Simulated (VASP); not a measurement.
**CoO: single point with PBE**

Crystal: CoO.

```
Co O
1.0
     2.61615    0.00000    0.00000
     0.00000    2.61615    0.00000
     0.00000    0.00000    2.61615
Co O
1 1
Direct
  0.00000 0.00000 0.00000
  0.50000 0.50000 0.50000
```

```
Program                : VASP 6.6.1
Task                   : single point
Functional             : PBE
Potentials or basis    : VASP PAW PBE potentials, release 64 (Co, O)
Cutoff                 : 520 eV
k mesh                 : 16 × 16 × 16
Occupations            : gaussian, width 0.1 eV
Spin                   : collinear spin, ferromagnetic start
Starting moments       : [2.74, 0.52] μB
Dipole correction      : no
Further INCAR settings : ALGO = Normal; EDIFF = 1e-07; NBANDS = 18
```

```yaml
Pressure: -0.5 GPa
Band_gap_on_the_k_mesh: zero (filled and empty bands overlap)
Net_moment: 3.00 μB per cell
Site_moments: Co +2.50; O +0.44 μB
Valence_electrons_inside_the_program's_atomic_spheres: Co 7.80; O 4.93
```

Levels at points of the mesh, in eV from the Fermi level:
Spin up:
```csv
k point,band 7,band 8,band 9,band 10,band 11,band 12
"(0.00, 0.00, 0.00)",-2.56,-2.56,-2.56,0.68,15.46,15.46
"(0.50, 0.00, 0.00)",-1.62,-0.36,-0.36,6.16,8.00,16.46
"(0.50, 0.50, 0.00)",-3.12,-1.89,-1.60,5.67,11.13,11.13
"(0.50, 0.50, 0.50)",-0.38,-0.38,-0.38,6.78,6.78,6.78
```
Spin down:
| k point | band 2 | band 3 | band 4 | band 5 | band 6 | band 7 | band 8 | band 9 | band 10 | band 11 |
| --- | --- | --- | --- | --- | --- | --- | --- | --- | --- | --- |
| (0.00, 0.00, 0.00) | -2.55 | -2.55 | -2.00 | -2.00 | -2.00 | 0.50 | 0.50 | 0.50 | 1.36 | 15.95 |
| (0.50, 0.00, 0.00) | -8.05 | -2.91 | -2.91 | -2.13 | 0.42 | 0.60 | 1.79 | 1.79 | 6.60 | 8.99 |
| (0.50, 0.50, 0.00) | -5.65 | -5.65 | -2.16 | -1.03 | -0.42 | -0.21 | -0.21 | 0.61 | 6.71 | 11.76 |
| (0.50, 0.50, 0.50) | -6.09 | -6.09 | -6.09 | 0.65 | 0.65 | 2.09 | 2.09 | 2.09 | 7.11 | 7.11 |

It took 48 s on 1 thread of Intel(R) Xeon(R) 6975P-C (Granite Rapids), with other jobs on the host, peak memory 0.19 GiB.

Caveat: a cell with one magnetic atom can't hold antiferromagnetic order, which such compounds often take; semilocal functionals often make such compounds metallic where correlation or magnetic order opens a gap, which also shifts bond lengths. With open d or f shells a metallic result of PBE can be an artefact of self-interaction; +U or a hybrid may open a gap.
